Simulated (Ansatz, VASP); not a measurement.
# One calculation of SiO2, two programs

File INCAR:

```
SYSTEM = SiO2
PREC = Accurate
ENCUT = 600
EDIFF = 1E-6
ISMEAR = -1
SIGMA = 0.02
LREAL = .FALSE.
LASPH = .TRUE.
NELM = 120
ALGO = Normal
ISIF = 2
LWAVE = .FALSE.
LCHARG = .FALSE.
GGA = PS
NBANDS = 44
GGA_COMPAT = .FALSE.
```

KPOINTS

```
Automatic mesh
0
G
  6 6 4
  0 0 0
```

POSCAR

```
SiO2
1.0
    5.0690738885      0.0000000000      0.0000000000
   -2.5345369442      4.3899467611      0.0000000000
    0.0000000000      0.0000000000      8.5584885400
Si O
4 8
Direct
    0.3333333333      0.6666666667      0.4371258000
    0.3333333333      0.6666666667      0.0628742000
    0.6666666667      0.3333333333      0.5628742000
    0.6666666667      0.3333333333      0.9371258000
    0.4212587450      0.0000000000      0.0000000000
    0.3333333333      0.6666666667      0.2500000000
    0.6666666667      0.3333333333      0.7500000000
    0.0000000000      0.5787412550      0.5000000000
    0.5787412550      0.5787412550      0.0000000000
    0.5787412550      0.0000000000      0.5000000000
    0.4212587450      0.4212587450      0.5000000000
    0.0000000000      0.4212587450      0.0000000000
```

File input:

```
crystal:
  lattice:
    - [5.0690738885, 0.0, 0.0]
    - [-2.5345369442, 4.3899467611, 0.0]
    - [0.0, 0.0, 8.55848854]
  atoms:
    - { symbol: Si, position: [0.3333333333, 0.6666666667, 0.4371258] }
    - { symbol: Si, position: [0.3333333333, 0.6666666667, 0.0628742] }
    - { symbol: Si, position: [0.6666666667, 0.3333333333, 0.5628742] }
    - { symbol: Si, position: [0.6666666667, 0.3333333333, 0.9371258] }
    - { symbol: O, position: [0.421258745, 0.0, 0.0] }
    - { symbol: O, position: [0.3333333333, 0.6666666667, 0.25] }
    - { symbol: O, position: [0.6666666667, 0.3333333333, 0.75] }
    - { symbol: O, position: [0.0, 0.578741255, 0.5] }
    - { symbol: O, position: [0.578741255, 0.578741255, 0.0] }
    - { symbol: O, position: [0.578741255, 0.0, 0.5] }
    - { symbol: O, position: [0.421258745, 0.421258745, 0.5] }
    - { symbol: O, position: [0.0, 0.421258745, 0.0] }
kpoints:
  mp_grid: { grid: [6, 6, 4] }
  band_path:
    path:
      - [[0.0, 0.0, 0.0], [0.5000000000013, 4.85398915239e-12, 0.0], [0.3333333333342, 0.3333333333373, 0.0], [0.0, 0.0, 0.0], [0.0, 0.0, 0.5], [0.5000000000013, 4.85398915239e-12, 0.5], [0.3333333333342, 0.3333333333373, 0.5], [0.0, 0.0, 0.5]]
      - [[0.5000000000013, 4.85398915239e-12, 0.5], [0.5000000000013, 4.85398915239e-12, 0.0]]
      - [[0.3333333333342, 0.3333333333373, 0.5], [0.3333333333342, 0.3333333333373, 0.0]]
    npoints: 10
hamiltonian:
  xc: pbesol
scf:
  occupations: { method: fermi_dirac, width: 0.02 }
  n_extra_bands: 7
output:
  forces: true
  stress: true
  eigenvalues: true
  write_density: true
  write_potential: true
  elf: true
  volumetric_format: npy
```

Alike in both runs: functional PBEsol; k mesh 6 × 6 × 4; occupations fermi-dirac, width 0.02 eV; no spin polarisation.

```csv
,VASP,Ansatz
version,VASP 6.6.1,Ansatz 0.2.0
potentials or method,"VASP PAW PBE potentials, release 64 (Si, O)",Ansatz PAW
plane-wave cutoff (eV),600,420
valence electrons in the cell,64,64
task,single point,band structure
```

|  | VASP | Ansatz | Ansatz less VASP |
| --- | --- | --- | --- |
| gap on the k mesh at the Fermi level (eV) | 5.60 | 5.60 | -0.002 |
| least direct gap on the mesh (eV) | 5.65 | 5.64 | -0.001 |
| pressure (GPa) | 2.3 | 2.0 | -0.27 |
| rms of the force components (eV/Å) | 0.065 | 0.060 | -0.0054 |

VASP's potentials were made for PBE, not for PBEsol. Atom by atom the forces differ by 0.007 eV/Å (rms over components). The functional is the same, so the differences come from potentials, cutoffs and numerics.
